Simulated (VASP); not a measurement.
# CaO (P6_3/mmc) in VASP: further runs

The runs below take CaO through single point, with PBE.

All numbers are computed with VASP 6.6.1; they aren't measurements. Logs are shortened: lines on timing, memory, paths and dates and some standing lists are left out, and cuts for length are marked.

## 1. The cell of the first run

It takes space group P6_3/mmc (No. 194, hexagonal). Conventional cell: a = 4.055 Å, b = 4.055 Å, c = 4.315 Å, α = 90.00°, β = 90.00°, γ = 120.00°. Ca (site symmetry -6m2) has 5 O at 2.16 to 2.34 Å within 2.9 Å. O (site symmetry -6m2) has 5 Ca at 2.16 to 2.34 Å within 2.9 Å.

## 2. Single point, PBE (15.36 Å³/atom)

The input, INCAR:

```
PREC = Accurate
ENCUT = 520
EDIFF = 1E-6
ISMEAR = 0
SIGMA = 0.05
LREAL = False
LASPH = True
NELM = 80
ALGO = Normal
ISIF = 2
LWAVE = False
LCHARG = True
GGA = PE
LELF = True
LVHAR = True
NBANDS = 24
```

The input, KPOINTS:

```
Automatic mesh
0
Gamma
  9 9 6
```

The input, POSCAR:

```
CaO
1.0
    4.0545897931      0.0000000000      0.0000000000
   -2.0272948966      3.5113777628      0.0000000000
    0.0000000000      0.0000000000      4.3148944578
Ca O
2 2
Direct
    0.3333333333      0.6666666667      0.7500000000
    0.6666666667      0.3333333333      0.2500000000
    0.3333333333      0.6666666667      0.2500000000
    0.6666666667      0.3333333333      0.7500000000
```

Potentials or basis: VASP PAW PBE potentials, release 64 (Ca_sv, O).

Launch:

```console
$ cat potpaw_PBE.64/Ca_sv/POTCAR potpaw_PBE.64/O/POTCAR > POTCAR
$ mpirun -np 1 vasp_std > vasp.out
```

OUTCAR:

```text
PREC = Accurate
   ENCUT = 520
   EDIFF = 1E-6
   ISMEAR = 0
   LREAL = False
   LASPH = True
   NELM = 80
   ISIF = 2
   GGA = PE

 ion  position               nearest neighbor table
   1  0.333  0.667  0.750-   3 2.16   3 2.16   4 2.34   4 2.34   4 2.34
   2  0.667  0.333  0.250-   4 2.16   4 2.16   3 2.34   3 2.34   3 2.34
   3  0.333  0.667  0.250-   1 2.16   1 2.16   2 2.34   2 2.34   2 2.34
   4  0.667  0.333  0.750-   2 2.16   2 2.16   1 2.34   1 2.34   1 2.34

  LATTYP: Found a hexagonal cell.
 ALAT       =     4.0545897931
 C/A-ratio  =     1.0642000000

  Lattice vectors:

 A1 = (   4.0545897931,   0.0000000000,   0.0000000000)
 A2 = (  -2.0272948966,   3.5113777628,   0.0000000000)
 A3 = (   0.0000000000,   0.0000000000,   4.3148944578)

Analysis of symmetry for initial positions (statically):
=====================================================================
 Subroutine PRICEL returns:
 Original cell was already a primitive cell.

 Routine SETGRP: Setting up the symmetry group for a
 hexagonal supercell.

 Subroutine GETGRP returns: Found 24 space group operations
 (whereof 12 operations were pure point group operations)
 out of a pool of 24 trial point group operations.

The static configuration has the point symmetry D_3d.
 The point group associated with its full space group is D_6h.

Analysis of symmetry for dynamics (positions and initial velocities):
=====================================================================
 Subroutine PRICEL returns:
 Original cell was already a primitive cell.

 Routine SETGRP: Setting up the symmetry group for a
 hexagonal supercell.

 Subroutine GETGRP returns: Found 24 space group operations
 (whereof 12 operations were pure point group operations)
 out of a pool of 24 trial point group operations.

The dynamic configuration has the point symmetry D_3d.
 The point group associated with its full space group is D_6h.

 Subroutine INISYM returns: Found 24 space group operations
 (whereof 12 operations are pure point group operations),
 and found     1 'primitive' translations

----------------------------------------------------------------------------------------

                                     Primitive cell

  volume of cell :      61.4320

  direct lattice vectors                    reciprocal lattice vectors
     4.054589793  0.000000000  0.000000000     0.246634074  0.142394249  0.000000000
    -2.027294897  3.511377763  0.000000000     0.000000000  0.284788498  0.000000000
     0.000000000  0.000000000  4.314894458     0.000000000  0.000000000  0.231755379

[... 89 lines left out ...]
   EDIFFG = 0.1E-04   stopping-criterion for IOM
   NSW    =      0    number of steps for IOM
   IBRION =     -1    ionic relax: 0-MD 1-quasi-New 2-CG
   NFREE  =      0    steps in history (QN), initial steepest desc. (CG)
   ISIF   =      2    stress and relaxation
   ISYM   =      2    0-nonsym 1-usesym 2-fastsym
   POTIM  = 0.5000    time-step for ionic-motion
   TEBEG  =    0.0;   TEEND  =   0.0 temperature during run
   PSTRESS=    0.0 pullay stress
   NELECT =      32.0000    total number of electrons
   NUPDOWN=      -1.0000    fix difference up-down
   EMIN   =  10.00;   EMAX   =-10.00  energy-range for DOS
   EFERMI =   0.00;   METHOD = LEGACY
   ISMEAR =     0;   SIGMA  =   0.05  broadening in eV -4-tet -1-fermi 0-gaus
   EFERMI_NEDOS =   21; number of points for ismear=-14 and -15
   IALGO  =     38    algorithm
   IMIX   =      4    mixing-type and parameters
     AMIX     =   0.40;   BMIX     =  1.00
     AMIX_MAG =   1.60;   BMIX_MAG =  1.00
  volume/ion in A,a.u.               =      15.36       103.64
  Fermi-wavevector in a.u.,A,eV,Ry     =   1.317225  2.489194 23.607217  1.735081
  Thomas-Fermi vector in A             =   2.447281
   LORBIT       =      0    0 simple, 1 ext, 2 COOP (PROOUT), +10 PAW based schemes
   GGA     = PE    functional components
   LHFCALC =     F    Hartree Fock is set to
   AEXX    =    0.0000 exact exchange contribution
   IVDW    =     0    specifies the selected vdW correction
   LEPSILON=     F    determine dielectric tensor
   LRPA    =     F    only Hartree local field effects (RPA)
 non-spin polarized calculation
 Gauss-broadening in eV      SIGMA  =   0.05
  energy-cutoff  :      520.00
  volume of cell :       61.43
 maximum number of plane-waves:      1684
 NGX is ok and might be reduce to    30
   NGX = 15   NGY = 15   NGZ = 17

 number of electron      32.0000008 magnetization

 Free energy of the ion-electron system (eV)
  ---------------------------------------------------
  ext. energy  EPLUGINS =         0.00000000
  ---------------------------------------------------
  free energy    TOTEN  =       -24.73072632 eV

  energy without entropy =      -24.73072632  energy(sigma->0) =      -24.73072632

 E-fermi :   2.3248     XC(G=0):  -9.6613

 val. band max:        2.0808246246   @ k =   0.0000   0.0000   0.0000
 cond. band min:       4.7885320320   @ k =   0.0000   0.0000   0.0000
 fundamental gap:      2.7077074075
 Fermi energy:         2.3247873235

 k-point     1 :       0.0000    0.0000    0.0000
  band No.  band energies     occupation
      1     -35.5549      2.00000
      2     -35.3314      2.00000
      3     -17.0148      2.00000
      4     -16.7591      2.00000
      5     -16.7591      2.00000
      6     -16.4115      2.00000
[... 637 lines left out ...]
     23      10.2632      0.00000
     24      11.7282      0.00000

 [... further k-points ...]

------------------------ aborting loop because EDIFF is reached ----------------------------------------

  FORCE on cell =-STRESS in cart. coord.  units (eV):
  Direction    XX          YY          ZZ          XY          YZ          ZX
  --------------------------------------------------------------------------------------
  -------------------------------------------------------------------------------------
  Total        1.4726915      1.4726915     13.5668272     -0.0000000      0.0000000      0.0000000
  in kB       38.4085313     38.4085313    353.8296475     -0.0000000      0.0000000      0.0000000
  external PRESSURE =     143.5489034 kB  Pullay stress =       0.0000000 kB

 VOLUME and BASIS-vectors are now :
 -----------------------------------------------------------------------------
  energy-cutoff  :      520.00
  volume of cell :       61.43
      direct lattice vectors                 reciprocal lattice vectors
     4.054589793  0.000000000  0.000000000     0.246634074  0.142394249  0.000000000
    -2.027294897  3.511377763  0.000000000     0.000000000  0.284788498  0.000000000
     0.000000000  0.000000000  4.314894458     0.000000000  0.000000000  0.231755379

 POSITION                                       TOTAL-FORCE (eV/Angst)
 -----------------------------------------------------------------------------------
     -0.00000      2.34092      3.23617        -0.000000     -0.000000      0.000000
      2.02729      1.17046      1.07872         0.000000      0.000000      0.000000
     -0.00000      2.34092      1.07872         0.000000     -0.000000      0.000000
      2.02729      1.17046      3.23617        -0.000000     -0.000000      0.000000
 -----------------------------------------------------------------------------------
    total drift:                               -0.000000      0.000000     -0.000000

  FREE ENERGIE OF THE ION-ELECTRON SYSTEM (eV)
  ---------------------------------------------------
  free  energy   TOTEN  =       -24.7307263222 eV

  energy  without entropy=      -24.7307263222  energy(sigma->0) =      -24.73072632
```

stdout:

```text
POSCAR found type information on POSCAR CaO
 POSCAR found :  2 types and       4 ions
 scaLAPACK will be used
 LDA part: xc-table for (Slater+PW92), standard interpolation
 POSCAR, INCAR and KPOINTS ok, starting setup
 FFT: planning ... GRIDC
 FFT: planning ... GRID_SOFT
 FFT: planning ... GRID
 WAVECAR not read
 entering main loop
```

It took 67 s on 1 thread of Intel Xeon 8259CL, shared host; peak memory 0.18 GiB.

Results:

```yaml
Free_energy: -24.7307 eV
Pressure: 14.4 GPa
Band_gap_on_the_k_mesh: 2.71 eV
```

Caveat: the stress differs along the axes, from 4 to 35 GPa. A k mesh can miss the band edges.

## 3. Single point, PBE (15.36 Å³/atom)

The input, INCAR:

```
SYSTEM = CaO
PREC = Accurate ; ENCUT = 520
EDIFF = 1E-6 ; ISMEAR = 0
SIGMA = 0.05 ; LREAL = .FALSE.
LASPH = .TRUE. ; NELM = 80
ALGO = Normal ; ISIF = 2
LWAVE = .FALSE. ; LCHARG = .FALSE.
GGA = PE ; NBANDS = 24
```

The input, KPOINTS:

```
Automatic mesh
0
G
  9 9 6
  0 0 0
```

The input, POSCAR:

```
CaO
1.0
    3.7919468562      0.0000000000      0.0000000000
   -1.8959734281      3.2839223073      0.0000000000
    0.0000000000      0.0000000000      4.9333228599
Ca O
2 2
Direct
    0.3333333333      0.6666666667      0.7500000000
    0.6666666667      0.3333333333      0.2500000000
    0.3333333333      0.6666666667      0.2500000000
    0.6666666667      0.3333333333      0.7500000000
```

Potentials or basis: VASP PAW PBE potentials, release 64 (Ca_sv, O).

Launch:

```console
$ cat potpaw_PBE.64/Ca_sv/POTCAR potpaw_PBE.64/O/POTCAR > POTCAR
$ mpirun -np 1 vasp_std > vasp.out
```

It took 78 s on 1 thread of Intel Xeon 8259CL, shared host; peak memory 0.18 GiB.

It converged, with:

- Free energy: -25.0664 eV
- Pressure: 10.0 GPa
- Band gap on the k mesh: 3.63 eV

Stress tensor (GPa, compression positive):
```
14.31  0.00  0.00
 0.00 14.31  0.00
 0.00  0.00  1.32
```

Levels at points of the mesh, in eV from the valence-band top:
```
           k point  band 14  band 15  band 16  band 17  band 18  band 19
(0.00, 0.00, 0.00)    -1.19    -1.19     0.00     3.63     6.66     6.66
(0.00, 0.00, 0.50)    -1.29    -1.29    -1.29     5.57     5.57     8.16
```

Caveat: the stress differs along the axes, from 1 to 14 GPa. A k mesh can miss the band edges.

## 4. Single point, PBE (15.36 Å³/atom)

The input, INCAR:

```
PREC = Accurate
ENCUT = 520
EDIFF = 1E-7
ISMEAR = 0
SIGMA = 0.05
LREAL = False
LASPH = True
NELM = 60
ALGO = Normal
ISIF = 2
LWAVE = False
LCHARG = False
GGA = PE
NBANDS = 24
```

The input, KPOINTS:

```
Automatic mesh
0
Gamma
  9 9 6
```

The input, POSCAR:

```
CaO
1.0
    3.8948988471      0.0000000000      0.0000000000
   -1.9474494236      3.3730813468      0.0000000000
    0.0000000000      0.0000000000      4.6759693560
Ca O
2 2
Direct
    0.3333333333      0.6666666667      0.7500000000
    0.6666666667      0.3333333333      0.2500000000
    0.3333333333      0.6666666667      0.2500000000
    0.6666666667      0.3333333333      0.7500000000
```

Launch:

```console
$ cat potpaw_PBE.64/Ca_sv/POTCAR potpaw_PBE.64/O/POTCAR > POTCAR
$ mpirun -np 1 vasp_std > vasp.out
```

Run time: 71 s. Hardware: 1 thread of Intel Xeon 8259CL, shared host; peak memory 0.18 GiB.

Results (log left out):

| Item | Value |
| --- | --- |
| Free energy | -25.1941 eV |
| Pressure | 9.2 GPa |
| Band gap on the k mesh | 3.42 eV |

Stress tensor (GPa, compression positive):
```
8.86 0.00 0.00
0.00 8.86 0.00
0.00 0.00 9.94
```

Levels at points of the mesh, in eV from the valence-band top:
```
           k point  band 13  band 14  band 15  band 16  band 17  band 18  band 19  band 20
(0.00, 0.00, 0.00)    -1.29    -1.29    -1.05     0.00     3.42     6.31     6.31     8.02
(0.00, 0.00, 0.50)    -1.42    -1.42    -1.42    -1.42     5.25     5.25     8.11     8.11
```

Caveat: the cell stands under pressure. A k mesh can miss the band edges.

## 5. Single point, PBE (15.36 Å³/atom)

The input, INCAR:

```
SYSTEM = CaO
ALGO = Normal ; EDIFF = 1E-6
ENCUT = 520 ; GGA = PE
ISIF = 2 ; ISMEAR = 0
LASPH = .TRUE. ; LCHARG = .TRUE.
LELF = .TRUE. ; LREAL = .FALSE.
LVHAR = .TRUE. ; LWAVE = .FALSE.
NBANDS = 24 ; NELM = 60
PREC = Accurate ; SIGMA = 0.05
```

The input, KPOINTS:

```
k-points
0
G
  9 9 6
  0 0 0
```

The input, POSCAR:

```
CaO
1.0
    4.0006837361      0.0000000000      0.0000000000
   -2.0003418681      3.4646937480      0.0000000000
    0.0000000000      0.0000000000      4.4319574429
Ca O
2 2
Direct
    0.3333333333      0.6666666667      0.7500000000
    0.6666666667      0.3333333333      0.2500000000
    0.3333333333      0.6666666667      0.2500000000
    0.6666666667      0.3333333333      0.7500000000
```

Potentials or basis: VASP PAW PBE potentials, release 64 (Ca_sv, O).

Launch:

```console
$ cat potpaw_PBE.64/Ca_sv/POTCAR potpaw_PBE.64/O/POTCAR > POTCAR
$ mpirun -np 1 vasp_std > vasp.out
```

OUTCAR:

```text
SYSTEM = CaO
   EDIFF = 1E-6
   ENCUT = 520
   GGA = PE
   ISIF = 2
   ISMEAR = 0
   LASPH = .TRUE.
   LREAL = .FALSE.
   NELM = 60
   PREC = Accurate

 ion  position               nearest neighbor table
   1  0.333  0.667  0.750-   3 2.22   3 2.22   4 2.31   4 2.31   4 2.31
   2  0.667  0.333  0.250-   4 2.22   4 2.22   3 2.31   3 2.31   3 2.31
   3  0.333  0.667  0.250-   1 2.22   1 2.22   2 2.31   2 2.31   2 2.31
   4  0.667  0.333  0.750-   2 2.22   2 2.22   1 2.31   1 2.31   1 2.31

  LATTYP: Found a hexagonal cell.
 ALAT       =     4.0006837361
 C/A-ratio  =     1.1078000000

  Lattice vectors:

 A1 = (   4.0006837361,   0.0000000000,   0.0000000000)
 A2 = (  -2.0003418681,   3.4646937480,   0.0000000000)
 A3 = (   0.0000000000,   0.0000000000,   4.4319574429)

Analysis of symmetry for initial positions (statically):
=====================================================================
 Subroutine PRICEL returns:
 Original cell was already a primitive cell.

 Routine SETGRP: Setting up the symmetry group for a
 hexagonal supercell.

[... 172 lines left out ...]

 E-fermi :   2.2259     XC(G=0):  -9.6878

 val. band max:        1.9263207442   @ k =   0.0000   0.0000   0.0000
 cond. band min:       4.9246322755   @ k =   0.0000   0.0000   0.0000
 fundamental gap:      2.9983115313
 Fermi energy:         2.2259335628

 k-point     1 :       0.0000    0.0000    0.0000
  band No.  band energies     occupation
      1     -35.6071      2.00000
      2     -35.3985      2.00000
      3     -17.0508      2.00000
      4     -16.7813      2.00000
      5     -16.7813      2.00000
      6     -16.4690      2.00000
[... 637 lines left out ...]
     23      10.3784      0.00000
     24      11.6178      0.00000

 [... further k-points ...]

------------------------ aborting loop because EDIFF is reached ----------------------------------------

  FORCE on cell =-STRESS in cart. coord.  units (eV):
  Direction    XX          YY          ZZ          XY          YZ          ZX
  --------------------------------------------------------------------------------------
  -------------------------------------------------------------------------------------
  Total        1.9769342      1.9769342      9.5020724     -0.0000000      0.0000000      0.0000000
  in kB       51.5594349     51.5594349    247.8188071     -0.0000000      0.0000000      0.0000000
  external PRESSURE =     116.9792256 kB  Pullay stress =       0.0000000 kB

 VOLUME and BASIS-vectors are now :
 -----------------------------------------------------------------------------
  energy-cutoff  :      520.00
  volume of cell :       61.43
      direct lattice vectors                 reciprocal lattice vectors
     4.000683736  0.000000000  0.000000000     0.249957274  0.144312899  0.000000000
    -2.000341868  3.464693748  0.000000000     0.000000000  0.288625799  0.000000000
     0.000000000  0.000000000  4.431957443     0.000000000  0.000000000  0.225633936

 POSITION                                       TOTAL-FORCE (eV/Angst)
 -----------------------------------------------------------------------------------
     -0.00000      2.30980      3.32397         0.000000      0.000000      0.000000
      2.00034      1.15490      1.10799         0.000000     -0.000000      0.000000
     -0.00000      2.30980      1.10799         0.000000     -0.000000      0.000000
      2.00034      1.15490      3.32397        -0.000000      0.000000      0.000000
 -----------------------------------------------------------------------------------
    total drift:                               -0.000000      0.000000     -0.000000

  FREE ENERGIE OF THE ION-ELECTRON SYSTEM (eV)
  ---------------------------------------------------
  free  energy   TOTEN  =       -24.9915619397 eV

  energy  without entropy=      -24.9915619397  energy(sigma->0) =      -24.99156194
```

stdout:

```text
POSCAR found type information on POSCAR CaO
 POSCAR found :  2 types and       4 ions
 scaLAPACK will be used
 LDA part: xc-table for (Slater+PW92), standard interpolation
 POSCAR, INCAR and KPOINTS ok, starting setup
 FFT: planning ... GRIDC
 FFT: planning ... GRID_SOFT
 FFT: planning ... GRID
 WAVECAR not read
 entering main loop
```

Wall time 88 s (1 thread of Intel Xeon 8259CL, shared host); peak memory 0.18 GiB.

Results:

```yaml
Free_energy: -24.9916 eV
Pressure: 11.7 GPa
Band_gap_on_the_k_mesh: 3.00 eV
```

Stress tensor (GPa, compression positive):
```
 5.16  0.00  0.00
 0.00  5.16  0.00
 0.00  0.00 24.78
```

Caveat: the stress differs along the axes, from 5 to 25 GPa. A k mesh can miss the band edges.

(Part 1 of 2 ends here.)
